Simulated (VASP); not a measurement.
A run of VASP 6.6.1 is set up as follows.

The input INCAR:

```
  PREC = Accurate
  ENCUT = 520
  EDIFF = 1E-6
  ISMEAR = 0
  SIGMA = 0.15
  LREAL = False
  LASPH = True
  NELM = 60
  ALGO = Fast
  ISIF = 2
  LWAVE = False
  LCHARG = True
  GGA = PS
  LELF = True
  LVHAR = True
  NBANDS = 12
```

KPOINTS

```
Automatic mesh
0
Gamma
  24 24 24
```

The input POSCAR:

```
Ga
1.0
   -1.4040000000      1.3759200000      2.2290000000
    1.4040000000     -1.3759200000      2.2290000000
    1.4040000000      1.3759200000     -2.2290000000
Ga
1
Direct
    0.0000000000      0.0000000000      0.0000000000
```

Potentials or basis: VASP PAW PBE potentials, release 64 (Ga_d).

Command:

```sh
$ cat potpaw_PBE.64/Ga_d/POTCAR > POTCAR
$ mpirun -np 1 vasp_std > vasp.out
```

Question: Estimate the pressure.

Answer: 1.9 GPa.

Stress tensor (GPa, compression positive):
```
1.63 0.00 0.00
0.00 2.23 0.00
0.00 0.00 1.80
```

Caveat: the cell differs from its parent crystal (strain -0.0200 x Voigt [0, 1, 0, 0, 0, 0]); the PAW data sets were made with another functional, which shifts forces and pressure a little.
